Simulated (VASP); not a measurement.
# TeW (Fm-3m) in VASP: a series of runs

Runs on TeW. Level: PBEsol. Tasks: single point, relaxation of cell and atoms.

Program: VASP 6.6.1. These are calculated values, not measurements. Logs are shortened: lines on timing, memory, paths and dates and some standing lists are left out, and cuts for length are marked.

**1. The cell of the first run**

Symmetry: Fm-3m, No. 225, cubic system. The conventional cell has a = 5.566 Å, b = 5.566 Å, c = 5.566 Å, α = 90.00°, β = 90.00°, γ = 90.00°. W (site symmetry m-3m) has 6 Te at 2.78 Å within 3.7 Å. Te (site symmetry m-3m) has 6 W at 2.78 Å within 3.7 Å.

**2. Single point, PBEsol, collinear spin, ferromagnetic start**

Input file INCAR:

```
SYSTEM = TeW
ALGO = Normal
EDIFF = 1E-7
ENCUT = 520
GGA = PS
ISIF = 2
ISMEAR = 0
ISPIN = 2
LASPH = .TRUE.
LCHARG = .TRUE.
LELF = .TRUE.
LMAXMIX = 4
LORBIT = 11
LREAL = .FALSE.
LVHAR = .TRUE.
LWAVE = .FALSE.
MAGMOM = 1.6 0.02
NBANDS = 21
NELM = 150
NUPDOWN = 2.0
PREC = Accurate
SIGMA = 0.1
```

Input file KPOINTS:

```
k-points
0
G
  14 14 14
  0 0 0
```

Input file POSCAR:

```
TeW
1.0
    0.0000000000      2.7828287135      2.7828287135
    2.7828287135      0.0000000000      2.7828287135
    2.7828287135      2.7828287135      0.0000000000
W Te
1 1
Direct
    0.0000000000      0.0000000000      0.0000000000
    0.5000000000      0.5000000000      0.5000000000
```

Potentials or basis: VASP PAW PBE potentials, release 64 (W_sv, Te).

On the command line:

```
> cat potpaw_PBE.64/W_sv/POTCAR potpaw_PBE.64/Te/POTCAR > POTCAR
> mpirun -np 1 vasp_std > vasp.out
```

OUTCAR:

```text
SYSTEM = TeW
   EDIFF = 1E-7
   ENCUT = 520
   GGA = PS
   ISIF = 2
   ISMEAR = 0
   ISPIN = 2
   LASPH = .TRUE.
   LORBIT = 11
   LREAL = .FALSE.
   NELM = 150
   NUPDOWN = 2.0
   PREC = Accurate

 ion  position               nearest neighbor table
   1  0.000  0.000  0.000-   2 2.78   2 2.78   2 2.78   2 2.78   2 2.78   2 2.78
   2  0.500  0.500  0.500-   1 2.78   1 2.78   1 2.78   1 2.78   1 2.78   1 2.78

  LATTYP: Found a face centered cubic cell.
 ALAT       =     5.5656574270

  Lattice vectors:

 A1 = (   0.0000000000,   2.7828287135,   2.7828287135)
 A2 = (   2.7828287135,   0.0000000000,   2.7828287135)
 A3 = (   2.7828287135,   2.7828287135,   0.0000000000)

Analysis of symmetry for initial positions (statically):
=====================================================================
 Subroutine PRICEL returns:
 Original cell was already a primitive cell.

 Routine SETGRP: Setting up the symmetry group for a
 face centered cubic supercell.

 Subroutine GETGRP returns: Found 48 space group operations
 (whereof 48 operations were pure point group operations)
 out of a pool of 48 trial point group operations.

The static configuration has the point symmetry O_h .

Analysis of symmetry for dynamics (positions and initial velocities):
=====================================================================
 Subroutine PRICEL returns:
 Original cell was already a primitive cell.

 Routine SETGRP: Setting up the symmetry group for a
 face centered cubic supercell.

 Subroutine GETGRP returns: Found 48 space group operations
 (whereof 48 operations were pure point group operations)
 out of a pool of 48 trial point group operations.

The dynamic configuration has the point symmetry O_h .

Analysis of structural, dynamic, and magnetic symmetry:
=====================================================================
 Subroutine PRICEL returns:
 Original cell was already a primitive cell.

 Routine SETGRP: Setting up the symmetry group for a
 face centered cubic supercell.

 Subroutine GETGRP returns: Found 48 space group operations
 (whereof 48 operations were pure point group operations)
 out of a pool of 48 trial point group operations.

The overall configuration has the point symmetry O_h .

 Subroutine INISYM returns: Found 48 space group operations
 (whereof 48 operations are pure point group operations),
 and found     1 'primitive' translations

----------------------------------------------------------------------------------------

                                     Primitive cell

  volume of cell :      43.1012

  direct lattice vectors                    reciprocal lattice vectors
     0.000000000  2.782828713  2.782828713    -0.179673293  0.179673293  0.179673293
     2.782828713  0.000000000  2.782828713     0.179673293 -0.179673293  0.179673293
     2.782828713  2.782828713  0.000000000     0.179673293  0.179673293 -0.179673293

  length of vectors
     3.935514108  3.935514108  3.935514108     0.311203273  0.311203273  0.311203273

  position of ions in fractional coordinates (direct lattice)
     0.000000000  0.000000000  0.000000000
     0.500000000  0.500000000  0.500000000

  ion indices of the primitive-cell ions
   primitive index   ion index
                 1           1
                 2           2

----------------------------------------------------------------------------------------

 KPOINTS: k-points

Automatic generation of k-mesh.
 Grid dimensions read from file:
 generate k-points for:   14   14   14

 Generating k-lattice:

  Cartesian coordinates                     Fractional coordinates (reciprocal lattice)
    -0.012833807  0.012833807  0.012833807     0.071428571  0.000000000  0.000000000
     0.012833807 -0.012833807  0.012833807     0.000000000  0.071428571  0.000000000
     0.012833807  0.012833807 -0.012833807     0.000000000  0.000000000  0.071428571

  Length of vectors
     0.022228805  0.022228805  0.022228805

  Shift w.r.t. Gamma in fractional coordinates (k-lattice)
     0.000000000  0.000000000  0.000000000

 Subroutine IBZKPT returns following result:
 ===========================================

 Found    104 irreducible k-points:

 Following reciprocal coordinates:
            Coordinates               Weight
  0.000000  0.000000  0.000000      1.000000
  0.071429  0.000000  0.000000      8.000000
  0.142857  0.000000  0.000000      8.000000
  0.214286  0.000000  0.000000      8.000000
  0.285714  0.000000  0.000000      8.000000
  0.357143  0.000000  0.000000      8.000000
[... 16 lines left out ...]
  0.214286  0.142857  0.000000     24.000000
  0.285714  0.142857  0.000000     24.000000
 [... further k-points ...]
   k-points           NKPTS =    104   k-points in BZ     NKDIM =    104   number of bands    NBANDS=     21
   number of dos      NEDOS =    301   number of ions     NIONS =      2
   total plane-waves  NPLWV =  27000
   dimension x,y,z NGX =    30 NGY =   30 NGZ =   30
   dimension x,y,z NGXF=    60 NGYF=   60 NGZF=   60
   ions per type =               1   1
   NGX,Y,Z   is equivalent  to a cutoff of  12.67, 12.67, 12.67 a.u.
   NGXF,Y,Z  is equivalent  to a cutoff of  25.35, 25.35, 25.35 a.u.
 SYSTEM =  TeW
   PREC   = accura    normal or accurate (medium, high low for compatibility)
   ISTART =      0    job   : 0-new  1-cont  2-samecut
   ICHARG =      2    charge: 1-file 2-atom 10-const
   ISPIN  =      2    spin polarized calculation?
   LNONCOLLINEAR =      F non collinear calculations
   LSORBIT =      F    spin-orbit coupling
   LASPH  =      T    aspherical Exc in radial PAW
   ENCUT  =  520.0 eV  38.22 Ry    6.18 a.u.   7.32  7.32  7.32*2*pi/ulx,y,z
   NELM   =    150;   NELMIN=  2; NELMDL= -5     # of ELM steps
   EDIFF  = 0.1E-06   stopping-criterion for ELM
   LREAL  =      F    real-space projection
   EDIFFG = 0.1E-05   stopping-criterion for IOM
   NSW    =      0    number of steps for IOM
   IBRION =     -1    ionic relax: 0-MD 1-quasi-New 2-CG
   NFREE  =      0    steps in history (QN), initial steepest desc. (CG)
   ISIF   =      2    stress and relaxation
   ISYM   =      2    0-nonsym 1-usesym 2-fastsym
   POTIM  = 0.5000    time-step for ionic-motion
   TEBEG  =    0.0;   TEEND  =   0.0 temperature during run
   PSTRESS=    0.0 pullay stress
   NELECT =      20.0000    total number of electrons
   NUPDOWN=       2.0000    fix difference up-down
   EMIN   =  10.00;   EMAX   =-10.00  energy-range for DOS
   EFERMI =   0.00;   METHOD = LEGACY
   ISMEAR =     0;   SIGMA  =   0.10  broadening in eV -4-tet -1-fermi 0-gaus
   EFERMI_NEDOS =   21; number of points for ismear=-14 and -15
   IALGO  =     38    algorithm
   IMIX   =      4    mixing-type and parameters
     AMIX     =   0.40;   BMIX     =  1.00
     AMIX_MAG =   1.60;   BMIX_MAG =  1.00
  volume/ion in A,a.u.               =      21.55       145.43
  Fermi-wavevector in a.u.,A,eV,Ry     =   1.267423  2.395083 21.855880  1.606362
  Thomas-Fermi vector in A             =   2.400572
   LORBIT       =     11    0 simple, 1 ext, 2 COOP (PROOUT), +10 PAW based schemes
   GGA     = PS    functional components
   LHFCALC =     F    Hartree Fock is set to
   AEXX    =    0.0000 exact exchange contribution
   IVDW    =     0    specifies the selected vdW correction
   LEPSILON=     F    determine dielectric tensor
   LRPA    =     F    only Hartree local field effects (RPA)
 spin polarized calculation
 Gauss-broadening in eV      SIGMA  =   0.10
  energy-cutoff  :      520.00
  volume of cell :       43.10
 maximum number of plane-waves:      1211
 NGX is ok and might be reduce to    30
   NGX = 15   NGY = 15   NGZ = 15

 number of electron      20.0000001 magnetization       2.0000240

 Free energy of the ion-electron system (eV)
  ---------------------------------------------------
  ext. energy  EPLUGINS =         0.00000000
  ---------------------------------------------------
  free energy    TOTEN  =       -14.43679576 eV

  energy without entropy =      -14.42782470  energy(sigma->0) =      -14.43231023

 E-fermi :   9.9186     XC(G=0): -11.5981

 val. band max:        9.9761330995   @ k =   0.2857   0.2143   0.0000
 cond. band min:       9.9278572496   @ k =   0.3571   0.2857   0.0714
 fundamental gap:     -0.0482758499
 Fermi energy:         9.9859528171

 spin component 1

 k-point     1 :       0.0000    0.0000    0.0000
  band No.  band energies     occupation
      1     -64.4385      1.00000
      2     -28.8012      1.00000
      3     -28.8012      1.00000
      4     -28.8012      1.00000
      5      -4.5116      1.00000
      6       7.8046      1.00000
[... 13 lines left out ...]
     20      21.0304      0.00000
     21      21.0304      0.00000

 k-point     2 :       0.0714    0.0000    0.0000
  band No.  band energies     occupation
      1     -64.4384      1.00000
      2     -28.8035      1.00000
      3     -28.8013      1.00000
      4     -28.8013      1.00000
      5      -4.4411      1.00000
      6       7.2729      1.00000
[... 520 lines left out ...]
 k-point    24 :       0.2857    0.1429    0.0000
  band No.  band energies     occupation
      1     -64.4379      1.00000
      2     -28.8221      1.00000
      3     -28.8063      1.00000
      4     -28.8046      1.00000
      5      -3.5986      1.00000
      6       4.1912      1.00000
[... 13 lines left out ...]
     20      23.2144      0.00000
     21      23.9448      0.00000

 [... further k-points ...]

 spin component 2

 k-point     1 :       0.0000    0.0000    0.0000
  band No.  band energies     occupation
      1     -63.7540      1.00000
      2     -27.8794      1.00000
      3     -27.8794      1.00000
      4     -27.8794      1.00000
      5      -4.3073      1.00000
      6       8.7092      1.00000
[... 13 lines left out ...]
     20      21.4875      0.00000
     21      21.4875      0.00000

 k-point     2 :       0.0714    0.0000    0.0000
  band No.  band energies     occupation
      1     -63.7539      1.00000
      2     -27.8817      1.00000
      3     -27.8795      1.00000
      4     -27.8795      1.00000
      5      -4.2393      1.00000
      6       7.8260      1.00000
[... 520 lines left out ...]
 k-point    24 :       0.2857    0.1429    0.0000
  band No.  band energies     occupation
      1     -63.7534      1.00000
      2     -27.9004      1.00000
      3     -27.8845      1.00000
      4     -27.8827      1.00000
      5      -3.4317      1.00000
      6       4.6172      1.00000
[... 13 lines left out ...]
     20      23.6811      0.00000
     21      24.3908      0.00000

 [... further k-points ...]
[... 5 lines left out ...]
  --------------------------------------------------------------------------------------
  -------------------------------------------------------------------------------------
  Total        0.1664856      0.1664856      0.1664856     -0.0000000     -0.0000000      0.0000000
  in kB        6.1886756      6.1886756      6.1886756     -0.0000000     -0.0000000      0.0000000
  external PRESSURE =       6.1886756 kB  Pullay stress =       0.0000000 kB

 VOLUME and BASIS-vectors are now :
 -----------------------------------------------------------------------------
  energy-cutoff  :      520.00
  volume of cell :       43.10
      direct lattice vectors                 reciprocal lattice vectors
     0.000000000  2.782828713  2.782828713    -0.179673293  0.179673293  0.179673293
     2.782828713  0.000000000  2.782828713     0.179673293 -0.179673293  0.179673293
     2.782828713  2.782828713  0.000000000     0.179673293  0.179673293 -0.179673293

 POSITION                                       TOTAL-FORCE (eV/Angst)
 -----------------------------------------------------------------------------------
      0.00000      0.00000      0.00000        -0.000000     -0.000000     -0.000000
      2.78283      2.78283      2.78283         0.000000      0.000000      0.000000
 -----------------------------------------------------------------------------------
    total drift:                               -0.000000      0.000000      0.000000

  FREE ENERGIE OF THE ION-ELECTRON SYSTEM (eV)
  ---------------------------------------------------
  free  energy   TOTEN  =       -14.4367957622 eV

  energy  without entropy=      -14.4278247005  energy(sigma->0) =      -14.43231023

 total charge

# of ion       s       p       d       tot
------------------------------------------
    1        2.343   6.125   3.505  11.973
    2        1.329   2.004   0.138   3.472
--------------------------------------------------
tot          3.672   8.129   3.644  15.445

 magnetization (x)

# of ion       s       p       d       tot
------------------------------------------
    1        0.107   0.014   1.465   1.586
    2        0.005  -0.047   0.036  -0.006
--------------------------------------------------
tot          0.112  -0.033   1.500   1.580
```

Wall time 6.1 min (1 thread of AMD EPYC 7R13, shared host); peak memory 0.26 GiB.

Results:

```yaml
Free_energy: -14.4368 eV
Pressure: 0.6 GPa
Net_moment: 2.00 μB per cell
Site_moments: W +1.59; Te -0.01 μB
Valence_electrons_inside_the_program's_atomic_spheres: W 11.97; Te 3.47
```

Caveat: the PAW data sets were made with another functional, which shifts forces and pressure a little; spin-orbit coupling is left out, which moves the levels of the heavy elements; the total moment is fixed, so each spin has its own Fermi level.

[end of part 1 of 2]
